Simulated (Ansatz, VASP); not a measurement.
**One calculation of Al3Co2Ni, two programs**

```
Al Ni Co
1.0
     2.87487    0.00000    0.00000
     0.00000    2.87487    0.00000
     0.00000    0.00000    8.56840
Al Ni Co
3 1 2
Direct
  0.50000 0.50000 0.83020
  0.50000 0.50000 0.50000
  0.50000 0.50000 0.16981
  0.00000 0.00000 0.00000
  0.00000 0.00000 0.66720
  0.00000 0.00000 0.33280
```

Alike in both runs: task single point; functional PBE; k mesh 6 × 6 × 2; occupations gaussian, width 0.1 eV; collinear spin.

|  | VASP | Ansatz |
| --- | --- | --- |
| version | VASP 6.6.1 | Ansatz 0.2.0 |
| potentials or method | VASP PAW PBE potentials, release 64 (Al, Ni, Co), cutoff 520 eV | scalar-relativistic, plane waves, PAW |
| valence electrons in the cell | 37 | 61 |

|  | VASP | Ansatz | Ansatz less VASP |
| --- | --- | --- | --- |
| gap on the k mesh at the Fermi level (eV) | none | none | - |
| pressure (GPa) | -0.1 | 0.3 | +0.46 |
| traceless stress, the component that is largest in VASP (GPa) | 2.29 | -0.24 | -2.536 |
| rms of the force components (eV/Å) | 0.034 | 0.015 | -0.0197 |
| net moment per atom (μB) | 0.00 | 0.15 | +0.147 |
| size of the moment on the site where the two differ most (μB) | 0.00 | 0.47 | +0.470 |

The net moments are unlike, so the other rows may belong to different states. Site moments also hang on the region over which each program counts them. Atom by atom the forces differ by 0.045 eV/Å (rms over components). A gap of «none» marks a metal or a gap that the smearing closes. VASP's potentials hold 37 valence electrons a cell and Ansatz's 61, so a difference there can come from the potentials and not from the codes.

The k mesh is coarse, so the values compare programs but aren't converged.
